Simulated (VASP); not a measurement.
Co3C2, 5 atoms in the cell. It takes space group P-6m2 (No. 187, hexagonal). The conventional cell has a = 2.976 Å, b = 2.976 Å, c = 5.704 Å, α = 90.00°, β = 90.00°, γ = 120.00°. Co (site symmetry 3m) has 6 C at 2.04 to 2.46 Å and 4 Co at 2.20 to 2.46 Å within 2.7 Å. Co (site symmetry -6m2) has 3 C at 1.72 Å within 2.3 Å. C (site symmetry -6m2) has 6 Co at 2.04 Å within 2.7 Å. C (site symmetry -6m2) has 3 Co at 1.72 Å within 2.3 Å. 

* Program: VASP 6.6.1
* Task: single point
* Functional: PBEsol
* Potentials or basis: VASP PAW PBE potentials, release 64 (Co, C)
* Cutoff: 520 eV
* k mesh: 12 × 12 × 6
* Occupations: gaussian, width 0.1 eV
* Spin: collinear spin
* Starting moments: [0.32, 0.32, 0.0, 0.0, 0.0] μB
* Dipole correction: no
* Further INCAR settings: ALGO = Normal; EDIFF = 1e-06; NBANDS = 30

Potentials or basis: VASP PAW PBE potentials, release 64 (Co, C).

Launch:

```bash
$ cat potpaw_PBE.64/Co/POTCAR potpaw_PBE.64/C/POTCAR > POTCAR
$ mpirun -np 1 vasp_std > vasp.out
```

Hardware: 1 thread of Intel(R) Xeon(R) Platinum 8375C CPU @ 2.90GHz (Ice Lake), on a shared host.

Estimate the wall time of this run.

Wall time 2.8 min on 1 thread of Intel(R) Xeon(R) Platinum 8375C CPU @ 2.90GHz (Ice Lake), with other jobs on the host, peak memory 0.28 GiB. Counts: scf iterations 20, k points 76.
